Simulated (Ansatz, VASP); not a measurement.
# PbO: VASP beside Ansatz

The input INCAR:

```
PREC     = Accurate       # precision mode
ENCUT    = 600            # plane-wave cutoff, eV
EDIFF    = 1E-6           # SCF threshold, eV
ISMEAR   = -1             # smearing method
SIGMA    = 0.05           # smearing width, eV
LREAL    = F              # projectors in reciprocal space
LASPH    = T              # aspherical terms in the spheres
NELM     = 120            # most SCF steps
ALGO     = Normal         # electronic algorithm
ISIF     = 2              # what is computed and relaxed
LWAVE    = F              # write WAVECAR
LCHARG   = F              # write CHGCAR
GGA      = VW             # functional
NBANDS   = 28             # bands
GGA_COMPAT= F
```

The input KPOINTS:

```
Automatic mesh
0
Gamma
  7 7 6
```

Contents of POSCAR:

```
PbO
1.0
    3.9360744706      0.0000000000      0.0000000000
    0.0000000000      3.9360744706      0.0000000000
    0.0000000000      0.0000000000      4.9422889970
Pb O
2 2
Direct
    0.5000000000      0.0000000000      0.7600000000
    0.0000000000      0.5000000000      0.2400000000
    0.5000000000      0.5000000000      0.0000000000
    0.0000000000      0.0000000000      0.0000000000
```

Contents of input.yaml:

```yaml
crystal:
  lattice:
    - [3.9360744706, 0.0, 0.0]
    - [0.0, 3.9360744706, 0.0]
    - [0.0, 0.0, 4.942288997]
  atoms:
    - { symbol: Pb, position: [0.5, 0.0, 0.76] }
    - { symbol: Pb, position: [0.0, 0.5, 0.24] }
    - { symbol: O, position: [0.5, 0.5, 0.0] }
    - { symbol: O, position: [0.0, 0.0, 0.0] }
hamiltonian:
  xc: { exchange: slater, correlation: vwn5 }
  pseudopotentials: { kind: paw }
kpoints:
  mp_grid: { grid: [7, 7, 6] }
scf:
  occupations: { method: fermi_dirac, width: 0.05 }
output:
  forces: true
  stress: true
  eigenvalues: true
```

Alike in both runs: task single point; functional SVWN5; k mesh 7 × 7 × 6; occupations fermi-dirac, width 0.05 eV; no spin polarisation.

|  | VASP | Ansatz |
| --- | --- | --- |
| version | VASP 6.6.1 | Ansatz 0.2.0 |
| potentials or method | VASP PAW PBE potentials, release 64 (Pb_d, O) | Ansatz PAW |
| plane-wave cutoff (eV) | 600 | 420 |
| valence electrons in the cell | 40 | 40 |

|  | VASP | Ansatz | Ansatz less VASP |
| --- | --- | --- | --- |
| gap on the k mesh at the Fermi level (eV) | 1.33 | 1.33 | -0.006 |
| least direct gap on the mesh (eV) | 2.33 | 2.35 | +0.017 |
| pressure (GPa) | -0.1 | -0.3 | -0.15 |
| traceless stress, the component that is largest in VASP (GPa) | -0.28 | -0.26 | +0.014 |
| rms of the force components (eV/Å) | 0.009 | 0.031 | +0.0221 |

VASP's potentials were made for PBE, not for SVWN5. Atom by atom the forces differ by 0.022 eV/Å (rms over components). With one functional, cell and mesh, what is left measures potentials, basis and numerics.

Spin-orbit coupling is off throughout. Noted on Ansatz's run: odd divisions of the mesh miss points on the zone boundary, where band edges often lie, so the gap on the mesh can be too wide.
